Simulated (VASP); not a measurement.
TaN (rocksalt type), 2 atoms in the cell. It takes space group Fm-3m (No. 225, cubic). The conventional cell has a = 3.767 Å, b = 3.767 Å, c = 3.767 Å, α = 90.00°, β = 90.00°, γ = 90.00°. Ta (site symmetry m-3m) has 6 N at 1.88 Å within 2.5 Å. Within 2.5 Å of N (site symmetry m-3m) lie 6 Ta at 1.88 Å. 

* Program: VASP 6.6.1
* Task: relaxation of cell and atoms
* Functional: PBE
* Potentials or basis: VASP PAW PBE potentials, release 64 (Ta_pv, N)
* Cutoff: 600 eV
* k mesh: 18 × 18 × 18
* Occupations: fermi-dirac, width 0.1 eV
* Spin: no spin polarisation
* Target pressure: 440 GPa
* Dipole correction: no
* Further INCAR settings: ALGO = Normal; EDIFF = 1e-06; IBRION = 2; EDIFFG = -0.005; NSW = 60; ISIF = 3

Potentials or basis: VASP PAW PBE potentials, release 64 (Ta_pv, N).

The run is started by

```console
$ cat potpaw_PBE.64/Ta_pv/POTCAR potpaw_PBE.64/N/POTCAR > POTCAR
$ mpirun -np 1 vasp_std > vasp.out
```

Hardware: 1 thread of Intel Xeon 8259CL, on a shared host.

Problem. How long does it take, and how much memory?

Solution. Wall time 2.1 min on 1 thread of Intel Xeon 8259CL (shared host), peak memory 0.19 GiB. Counts: scf iterations 31, k points 195, ion steps 4.
